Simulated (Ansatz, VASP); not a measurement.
# Two plane-wave programs on BN

```
B N
1.0
     2.45178    0.00000    0.00000
    -1.22589    2.12331    0.00000
     0.00000    0.00000    3.88871
B N
2 2
Cartesian
  1.2259 0.7078 3.8876
  0.0000 1.4155 1.9433
  1.2259 0.7078 2.4315
  0.0000 1.4155 0.4872
```

Change from the starting cell: strain -0.040 along x and y, -0.080 along z, atoms carried along.

Alike in both runs: task single point; functional LDA; k mesh 12 × 12 × 6; occupations gaussian, width 0.05 eV; no spin polarisation.

```csv
,VASP,Ansatz
version,VASP 6.6.1,Ansatz 0.2.0
potentials or method,"VASP PAW LDA potentials, release 64 (B, N), cutoff 520 eV","scalar-relativistic, plane waves, PAW"
valence electrons in the cell,16,16
```

VASP gave:

```
gap on the k mesh at the Fermi level (eV)                     : 4.82
least direct gap on the mesh (eV)                             : 8.42
pressure (GPa)                                                : 68.4
traceless stress, the component that is largest in VASP (GPa) : 41.92
rms of the force components (eV/Å)                            : 0.250
```

Question: Which values does Ansatz return?

Answer: gap on the k mesh at the Fermi level (eV): 4.86; least direct gap on the mesh (eV): 8.44; pressure (GPa): 66.8; traceless stress, the component that is largest in VASP (GPa): 41.68; rms of the force components (eV/Å): 0.246.

LDA's correlation is that of Perdew and Zunger in VASP and of Perdew and Wang (1992) in Ansatz. Atom by atom the forces differ by 0.003 eV/Å (rms over components). Both programs put the cell under a high pressure, so it lies far from rest at this level.

Noted on VASP's run: the cell as given lies far from equilibrium.
